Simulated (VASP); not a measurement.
Set up this calculation in VASP 6.6.1, as the native input.

```yaml
Task: single point
Functional: r2SCAN
Potentials_or_basis: VASP PAW PBE potentials, release 64 (Sn_d, O)
Cutoff: 520 eV
k_mesh: 12 × 12 × 12
Occupations: fermi-dirac, width 0.1 eV
Spin: no spin polarisation
Dipole_correction: no
Further_INCAR_settings: ALGO = Normal; EDIFF = 1e-06; NBANDS = 20
```

SnO2 (fluorite type):

```xyz
3
Lattice="0.0000 2.5279 2.5279 2.5279 0.0000 2.5279 2.5279 2.5279 0.0000" Properties=species:S:1:pos:R:3 pbc="T T T"
Sn    0.0000    0.0000    0.0000
O     1.2639    1.2639    1.2639
O     3.7918    3.7918    3.7918
```

The input as run:

POSCAR

```
SnO2
1.0
    0.0000000000      2.5278506446      2.5278506446
    2.5278506446      0.0000000000      2.5278506446
    2.5278506446      2.5278506446      0.0000000000
Sn O
1 2
Direct
    0.0000000000      0.0000000000      0.0000000000
    0.2500000000      0.2500000000      0.2500000000
    0.7500000000      0.7500000000      0.7500000000
```

INCAR.step1

```
SYSTEM = SnO2
  PREC = Accurate
  ENCUT = 520
  ISMEAR = -1
  SIGMA = 0.1
  LREAL = .FALSE.
  LASPH = .TRUE.
  NELM = 80
  NBANDS = 20
  GGA = PE
  ALGO = Normal
  EDIFF = 1E-4
  LWAVE = .TRUE.
  LCHARG = .FALSE.
```

INCAR.step2

```
SYSTEM = SnO2
  PREC = Accurate
  ENCUT = 520
  EDIFF = 1E-6
  ISMEAR = -1
  SIGMA = 0.1
  LREAL = .FALSE.
  LASPH = .TRUE.
  NELM = 80
  ALGO = Normal
  ISIF = 2
  LWAVE = .FALSE.
  LCHARG = .FALSE.
  METAGGA = R2SCAN
  LMIXTAU = .TRUE.
  NBANDS = 20
  ISTART = 1
```

KPOINTS

```
Automatic mesh
0
G
  12 12 12
  0 0 0
```

Potentials or basis: VASP PAW PBE potentials, release 64 (Sn_d, O).

Run with:

```sh
$ cat potpaw_PBE.64/Sn_d/POTCAR potpaw_PBE.64/O/POTCAR > POTCAR
$ cp INCAR.step1 INCAR
$ mpirun -np 1 vasp_std > vasp.out
$ cp INCAR.step2 INCAR
$ mpirun -np 1 vasp_std > vasp.out
```

It gave:

* Pressure: 3.0 GPa
* Band gap on the k mesh: 0.93 eV (least direct gap 2.38 eV)

Caveat: the PAW data sets were made with another functional, which shifts forces and pressure a little; spin-orbit coupling is left out, which moves the levels of the heavy elements.

It took 110 s on 1 thread of Intel(R) Xeon(R) Platinum 8488C (Sapphire Rapids), on a shared host, peak memory 0.19 GiB.
